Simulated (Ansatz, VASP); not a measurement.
## Os in VASP and in Ansatz

Contents of INCAR:

```
SYSTEM = Os
  PREC = Accurate
  ENCUT = 520
  EDIFF = 1E-8
  ISMEAR = -1
  SIGMA = 0.08
  LREAL = .FALSE.
  LASPH = .TRUE.
  NELM = 80
  ALGO = Normal
  ISIF = 2
  LWAVE = .FALSE.
  LCHARG = .FALSE.
  GGA = PE
  LEFG = .TRUE.
  NBANDS = 15
```

File KPOINTS:

```
regular mesh
0
G
  17 17 10
  0 0 0
```

Contents of POSCAR:

```
Os
1.0
    2.7751114751      0.0000000000      0.0000000000
   -1.3875557376      2.4033170358      0.0000000000
    0.0000000000      0.0000000000      4.3197000000
Os
2
Direct
    0.3333333333      0.6666666667      0.2500000000
    0.6666666667      0.3333333333      0.7500000000
```

Input for Ansatz:

```yaml
crystal:
  lattice:
    - [2.7751114751, 0.0, 0.0]
    - [-1.3875557376, 2.4033170358, 0.0]
    - [0.0, 0.0, 4.3197]
  atoms:
    - { symbol: Os, position: [0.3333333333, 0.6666666667, 0.25] }
    - { symbol: Os, position: [0.6666666667, 0.3333333333, 0.75] }
kpoints:
  mp_grid: { grid: [17, 17, 10] }
scf:
  occupations: { method: fermi_dirac, width: 0.08 }
hamiltonian:
  xc: pbe
  pseudopotentials: { kind: all_electron, datasets: crystal }
output:
  forces: true
  stress: true
  eigenvalues: true
  efg: { contact_densities: true }
```

Change from the starting cell: x and y stretched by +1.5 %, z held, crystal datasets.

Alike in both runs: task electric field gradients; functional PBE; k mesh 17 × 17 × 10; occupations fermi-dirac, width 0.08 eV; no spin polarisation.

```csv
,VASP,Ansatz
version,VASP 6.6.1,Ansatz 0.2.0
potentials or method,"VASP PAW PBE potentials, release 64 (Os), cutoff 520 eV","all-electron PAW with datasets made for the crystal, scalar-relativistic"
```

Ansatz gave:

* pressure (GPa): -3.1
* traceless stress, the component that is largest in VASP (GPa): 4.83
* size of Vzz on the site where it differs most (V/Å²): 82.2

Problem. Estimate VASP's values.

Solution. Pressure (GPa): -3.3; traceless stress, the component that is largest in VASP (GPa): 4.70; size of Vzz on the site where it differs most (V/Å²): 105.6.

Ansatz ran all-electron here, and VASP with PAW potentials.

Neither program's run includes spin-orbit coupling.
